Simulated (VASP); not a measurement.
# Rh (Fm-3m) in VASP: a series of runs

Runs on Rh. Level: PBEsol. Tasks: single point, relaxation of cell and atoms.

Program: VASP 6.6.1. These are calculated values, not measurements. Logs are shortened: lines on timing, memory, paths and dates and some standing lists are left out, and cuts for length are marked.

## Step 1: The cell of the first run

The structure is cubic, space group Fm-3m (No. 225). Conventional cell: a = 3.780 Å, b = 3.780 Å, c = 3.780 Å, α = 90.00°, β = 90.00°, γ = 90.00°. Within 3.5 Å of Rh (site symmetry m-3m) lie 12 Rh at 2.67 Å.

## Step 2: Single point, PBEsol

Contents of INCAR:

```
SYSTEM = Rh
PREC     = Accurate       ! precision mode
ENCUT    = 520            ! plane-wave cutoff, eV
EDIFF    = 1E-6           ! SCF threshold, eV
ISMEAR   = 0              ! smearing method
SIGMA    = 0.05           ! smearing width, eV
LREAL    = .False.        ! projectors in reciprocal space
LASPH    = .True.         ! aspherical terms in the spheres
NELM     = 100            ! most SCF steps
ALGO     = Normal         ! electronic algorithm
ISIF     = 2              ! what is computed and relaxed
LWAVE    = .False.        ! write WAVECAR
LCHARG   = .False.        ! write CHGCAR
GGA      = PS             ! functional
NBANDS   = 14             ! bands
```

Contents of KPOINTS:

```
regular mesh
0
Gamma
  21 21 21
  0 0 0
```

Contents of POSCAR:

```
Rh
1.0
    0.0000000000      1.8897776070      1.8897776070
    1.8897776070      0.0000000000      1.8897776070
    1.8897776070      1.8897776070      0.0000000000
Rh
1
Direct
    0.0000000000      0.0000000000      0.0000000000
```

Potentials or basis: VASP PAW PBE potentials, release 64 (Rh_pv).

On the command line:

```bash
> cat potpaw_PBE.64/Rh_pv/POTCAR > POTCAR
> mpirun -np 1 vasp_std > vasp.out
```

OUTCAR:

```text
SYSTEM = Rh
   PREC = Accurate
   ENCUT = 520
   EDIFF = 1E-6
   ISMEAR = 0
   LREAL = .False.
   LASPH = .True.
   NELM = 100
   ISIF = 2
   GGA = PS

 ion  position               nearest neighbor table
   1  0.000  0.000  0.000-

  LATTYP: Found a face centered cubic cell.
 ALAT       =     3.7795552140

  Lattice vectors:

 A1 = (   0.0000000000,   1.8897776070,   1.8897776070)
 A2 = (   1.8897776070,   0.0000000000,   1.8897776070)
 A3 = (   1.8897776070,   1.8897776070,   0.0000000000)

Analysis of symmetry for initial positions (statically):
=====================================================================
 Subroutine PRICEL returns:
 Original cell was already a primitive cell.

 Routine SETGRP: Setting up the symmetry group for a
 face centered cubic supercell.

 Subroutine GETGRP returns: Found 48 space group operations
 (whereof 48 operations were pure point group operations)
 out of a pool of 48 trial point group operations.

The static configuration has the point symmetry O_h .

Analysis of symmetry for dynamics (positions and initial velocities):
=====================================================================
 Subroutine PRICEL returns:
 Original cell was already a primitive cell.

 Routine SETGRP: Setting up the symmetry group for a
 face centered cubic supercell.

 Subroutine GETGRP returns: Found 48 space group operations
 (whereof 48 operations were pure point group operations)
 out of a pool of 48 trial point group operations.

The dynamic configuration has the point symmetry O_h .

 Subroutine INISYM returns: Found 48 space group operations
 (whereof 48 operations are pure point group operations),
 and found     1 'primitive' translations

----------------------------------------------------------------------------------------

                                     Primitive cell

  volume of cell :      13.4978

  direct lattice vectors                    reciprocal lattice vectors
     0.000000000  1.889777607  1.889777607    -0.264581397  0.264581397  0.264581397
     1.889777607  0.000000000  1.889777607     0.264581397 -0.264581397  0.264581397
     1.889777607  1.889777607  0.000000000     0.264581397  0.264581397 -0.264581397

  length of vectors
     2.672549122  2.672549122  2.672549122     0.458268423  0.458268423  0.458268423

  position of ions in fractional coordinates (direct lattice)
     0.000000000  0.000000000  0.000000000

  ion indices of the primitive-cell ions
   primitive index   ion index
                 1           1

----------------------------------------------------------------------------------------

 KPOINTS: regular mesh

Automatic generation of k-mesh.
 Grid dimensions read from file:
 generate k-points for:   21   21   21

 Generating k-lattice:

  Cartesian coordinates                     Fractional coordinates (reciprocal lattice)
    -0.012599114  0.012599114  0.012599114     0.047619048  0.000000000  0.000000000
     0.012599114 -0.012599114  0.012599114     0.000000000  0.047619048  0.000000000
     0.012599114  0.012599114 -0.012599114     0.000000000  0.000000000  0.047619048

  Length of vectors
     0.021822306  0.021822306  0.021822306

  Shift w.r.t. Gamma in fractional coordinates (k-lattice)
     0.000000000  0.000000000  0.000000000

 Subroutine IBZKPT returns following result:
 ===========================================

 Found    286 irreducible k-points:

 Following reciprocal coordinates:
            Coordinates               Weight
  0.000000  0.000000  0.000000      1.000000
  0.047619  0.000000  0.000000      8.000000
  0.095238  0.000000  0.000000      8.000000
  0.142857  0.000000  0.000000      8.000000
  0.190476  0.000000  0.000000      8.000000
  0.238095  0.000000  0.000000      8.000000
[... 16 lines left out ...]
 -0.428571  0.047619  0.000000     24.000000
 -0.380952  0.047619  0.000000     24.000000
 [... further k-points ...]
   k-points           NKPTS =    286   k-points in BZ     NKDIM =    286   number of bands    NBANDS=     14
   number of dos      NEDOS =    301   number of ions     NIONS =      1
   total plane-waves  NPLWV =   8000
   dimension x,y,z NGX =    20 NGY =   20 NGZ =   20
   dimension x,y,z NGXF=    40 NGYF=   40 NGZF=   40
   ions per type =               1
   NGX,Y,Z   is equivalent  to a cutoff of  12.44, 12.44, 12.44 a.u.
   NGXF,Y,Z  is equivalent  to a cutoff of  24.88, 24.88, 24.88 a.u.
 SYSTEM =  Rh
   PREC   = accura    normal or accurate (medium, high low for compatibility)
   ISTART =      0    job   : 0-new  1-cont  2-samecut
   ICHARG =      2    charge: 1-file 2-atom 10-const
   ISPIN  =      1    spin polarized calculation?
   LNONCOLLINEAR =      F non collinear calculations
   LSORBIT =      F    spin-orbit coupling
   LASPH  =      T    aspherical Exc in radial PAW
   ENCUT  =  520.0 eV  38.22 Ry    6.18 a.u.   4.97  4.97  4.97*2*pi/ulx,y,z
   NELM   =    100;   NELMIN=  2; NELMDL= -5     # of ELM steps
   EDIFF  = 0.1E-05   stopping-criterion for ELM
   LREAL  =      F    real-space projection
   EDIFFG = 0.1E-04   stopping-criterion for IOM
   NSW    =      0    number of steps for IOM
   IBRION =     -1    ionic relax: 0-MD 1-quasi-New 2-CG
   NFREE  =      0    steps in history (QN), initial steepest desc. (CG)
   ISIF   =      2    stress and relaxation
   ISYM   =      2    0-nonsym 1-usesym 2-fastsym
   POTIM  = 0.5000    time-step for ionic-motion
   TEBEG  =    0.0;   TEEND  =   0.0 temperature during run
   PSTRESS=    0.0 pullay stress
   NELECT =      15.0000    total number of electrons
   NUPDOWN=      -1.0000    fix difference up-down
   EMIN   =  10.00;   EMAX   =-10.00  energy-range for DOS
   EFERMI =   0.00;   METHOD = LEGACY
   ISMEAR =     0;   SIGMA  =   0.05  broadening in eV -4-tet -1-fermi 0-gaus
   EFERMI_NEDOS =   21; number of points for ismear=-14 and -15
   IALGO  =     38    algorithm
   IMIX   =      4    mixing-type and parameters
     AMIX     =   0.40;   BMIX     =  1.00
     AMIX_MAG =   1.60;   BMIX_MAG =  1.00
  volume/ion in A,a.u.               =      13.50        91.09
  Fermi-wavevector in a.u.,A,eV,Ry     =   1.695709  3.204425 39.122568  2.875428
  Thomas-Fermi vector in A             =   2.776703
   LORBIT       =      0    0 simple, 1 ext, 2 COOP (PROOUT), +10 PAW based schemes
   GGA     = PS    functional components
   LHFCALC =     F    Hartree Fock is set to
   AEXX    =    0.0000 exact exchange contribution
   IVDW    =     0    specifies the selected vdW correction
   LEPSILON=     F    determine dielectric tensor
   LRPA    =     F    only Hartree local field effects (RPA)
 non-spin polarized calculation
 Gauss-broadening in eV      SIGMA  =   0.05
  energy-cutoff  :      520.00
  volume of cell :       13.50
 maximum number of plane-waves:       378
   NGX =  9   NGY =  9   NGZ =  9

 number of electron      15.0000006 magnetization

 Free energy of the ion-electron system (eV)
  ---------------------------------------------------
  ext. energy  EPLUGINS =         0.00000000
  ---------------------------------------------------
  free energy    TOTEN  =        -8.13934171 eV

  energy without entropy =       -8.13785457  energy(sigma->0) =       -8.13859814

 E-fermi :  12.0938     XC(G=0): -14.3381

 val. band max:       12.0775083472   @ k =  -0.4762   0.3333   0.1429
 cond. band min:      12.0998552347   @ k =   0.4762   0.3810   0.0952
 fundamental gap:      0.0223468875
 Fermi energy:        12.0937799737

 k-point     1 :       0.0000    0.0000    0.0000
  band No.  band energies     occupation
      1     -34.2770      2.00000
      2     -34.2770      2.00000
      3     -34.2770      2.00000
      4       3.9049      2.00000
      5       8.9074      2.00000
      6       8.9074      2.00000
      7       8.9074      2.00000
      8      11.0805      2.00000
      9      11.0805      2.00000
     10      28.0161      0.00000
     11      32.3965      0.00000
     12      33.5710      0.00000
     13      33.5710      0.00000
     14      33.5710      0.00000

 k-point     2 :       0.0476    0.0000    0.0000
  band No.  band energies     occupation
      1     -34.2951      2.00000
      2     -34.2794      2.00000
      3     -34.2794      2.00000
      4       3.9986      2.00000
      5       8.8643      2.00000
      6       8.9447      2.00000
      7       8.9447      2.00000
      8      11.0588      2.00000
      9      11.0588      2.00000
     10      28.1558      0.00000
     11      32.3948      0.00000
     12      33.0388      0.00000
     13      33.7099      0.00000
     14      33.7099      0.00000

 k-point     3 :       0.0952    0.0000    0.0000
  band No.  band energies     occupation
      1     -34.3476      2.00000
      2     -34.2865      2.00000
      3     -34.2865      2.00000
      4       4.2707      2.00000
      5       8.7508      2.00000
      6       9.0464      2.00000
      7       9.0464      2.00000
      8      11.0066      2.00000
      9      11.0066      2.00000
     10      28.5435      0.00000
     11      31.8503      0.00000
     12      32.4026      0.00000
     13      34.1167      0.00000
     14      34.1167      0.00000

 k-point     4 :       0.1429    0.0000    0.0000
  band No.  band energies     occupation
      1     -34.4293      2.00000
      2     -34.2975      2.00000
      3     -34.2975      2.00000
      4       4.6905      2.00000
      5       8.6146      2.00000
      6       9.1786      2.00000
      7       9.1786      2.00000
      8      10.9649      2.00000
      9      10.9649      2.00000
     10      29.0727      0.00000
     11      30.4889      0.00000
     12      32.3989      0.00000
     13      34.7620      0.00000
     14      34.7620      0.00000

 k-point     5 :       0.1905    0.0000    0.0000
  band No.  band energies     occupation
      1     -34.5324      2.00000
      2     -34.3115      2.00000
      3     -34.3115      2.00000
      4       5.1894      2.00000
      5       8.5435      2.00000
      6       9.2805      2.00000
      7       9.2805      2.00000
      8      11.0011      2.00000
      9      11.0011      2.00000
     10      29.0343      0.00000
     11      29.6033      0.00000
[... 276 lines left out ...]
 k-point    22 :      -0.4762    0.0476    0.0000
  band No.  band energies     occupation
      1     -35.0554      2.00000
      2     -34.3979      2.00000
      3     -34.3878      2.00000
      4       5.8419      2.00000
      5       8.7692      2.00000
      6       8.8915      2.00000
      7      11.8029      2.00000
      8      12.6609      0.00000
      9      13.6880      0.00000
     10      20.8671      0.00000
     11      27.6522      0.00000
     12      32.3979      0.00000
     13      33.1486      0.00000
     14      33.4249      0.00000

 k-point    23 :      -0.4286    0.0476    0.0000
  band No.  band energies     occupation
      1     -35.0333      2.00000
      2     -34.3978      2.00000
      3     -34.3815      2.00000
      4       5.8727      2.00000
      5       8.8132      2.00000
      6       8.9160      2.00000
      7      11.5748      2.00000
      8      12.4720      0.00000
      9      13.4153      0.00000
     10      21.4570      0.00000
     11      27.7929      0.00000
     12      32.3979      0.00000
     13      33.1974      0.00000
     14      33.9267      0.00000

 k-point    24 :      -0.3810    0.0476    0.0000
  band No.  band energies     occupation
      1     -34.9801      2.00000
      2     -34.3927      2.00000
      3     -34.3710      2.00000
      4       5.9379      2.00000
      5       8.9034      2.00000
      6       8.9889      2.00000
      7      10.9490      2.00000
      8      12.1527      0.09543
      9      12.9350      0.00000
     10      22.6675      0.00000
     11      28.1402      0.00000
     12      32.3981      0.00000
     13      33.6138      0.00000
     14      34.8173      0.00000

 [... further k-points ...]
[... 5 lines left out ...]
  --------------------------------------------------------------------------------------
  -------------------------------------------------------------------------------------
  Total       -0.0067688     -0.0067688     -0.0067688      0.0000000     -0.0000000      0.0000000
  in kB       -0.8034507     -0.8034507     -0.8034507      0.0000000     -0.0000000      0.0000000
  external PRESSURE =      -0.8034507 kB  Pullay stress =       0.0000000 kB

 VOLUME and BASIS-vectors are now :
 -----------------------------------------------------------------------------
  energy-cutoff  :      520.00
  volume of cell :       13.50
      direct lattice vectors                 reciprocal lattice vectors
     0.000000000  1.889777607  1.889777607    -0.264581397  0.264581397  0.264581397
     1.889777607  0.000000000  1.889777607     0.264581397 -0.264581397  0.264581397
     1.889777607  1.889777607  0.000000000     0.264581397  0.264581397 -0.264581397

 POSITION                                       TOTAL-FORCE (eV/Angst)
 -----------------------------------------------------------------------------------
      0.00000      0.00000      0.00000        -0.000000      0.000000      0.000000
 -----------------------------------------------------------------------------------
    total drift:                               -0.000000     -0.000000     -0.000000

  FREE ENERGIE OF THE ION-ELECTRON SYSTEM (eV)
  ---------------------------------------------------
  free  energy   TOTEN  =        -8.1393417091 eV

  energy  without entropy=       -8.1378545673  energy(sigma->0) =       -8.13859814
```

It took 19 s on 1 thread of AMD EPYC 9R45 (Zen 5), shared host; peak memory 0.13 GiB.

What came out:

* Free energy: -8.1393 eV
* Pressure: -0.1 GPa

Levels at points of the mesh, in eV from the Fermi level:
```csv
k point,band 4,band 5,band 6,band 7,band 8,band 9,band 10,band 11
"(0.00, 0.00, 0.00)",-8.19,-3.19,-3.19,-3.19,-1.01,-1.01,15.92,20.30
```

Caveat: the PAW data sets were made with another functional, which shifts forces and pressure a little.

## Step 3: Relaxation of cell and atoms, PBEsol

Contents of INCAR:

```
SYSTEM = Rh
ALGO = Normal
EDIFF = 1E-6
EDIFFG = -0.03
ENCUT = 600
GGA = PS
IBRION = 2
ISIF = 3
ISMEAR = 0
LASPH = .TRUE.
LCHARG = .FALSE.
LREAL = .FALSE.
LWAVE = .FALSE.
NELM = 100
NSW = 80
PREC = Accurate
SIGMA = 0.05
```

Contents of KPOINTS:

```
k-points
0
G
  21 21 21
  0 0 0
```

POSCAR is that of step 2.

Potentials or basis: VASP PAW PBE potentials, release 64 (Rh_pv).

On the command line:

```bash
> cat potpaw_PBE.64/Rh_pv/POTCAR > POTCAR
> mpirun -np 1 vasp_std > vasp.out
```

Wall time 22 s (1 thread of AMD EPYC 9R45 (Zen 5), shared host); peak memory 0.15 GiB.

The run converged. Its results:

* Free energy: -8.1396 eV
* Pressure after relaxing: -0.2 GPa

Final structure:
```yaml
crystal:
  lattice:
    - [0.00000, 1.88978, 1.88978]
    - [1.88978, 0.00000, 1.88978]
    - [1.88978, 1.88978, 0.00000]
  atoms:
    - { symbol: Rh, position: [0.00000, 0.00000, 0.00000] }
```

Levels at points of the mesh, in eV from the Fermi level:
```
           k point  band 5  band 6  band 7  band 8  band 9  band 10
(0.00, 0.00, 0.00)   -3.19   -3.19   -3.19   -1.01   -1.01    15.92
```

Caveat: the relaxation stopped at its first step, so nothing moved; the PAW data sets were made with another functional, which shifts forces and pressure a little.
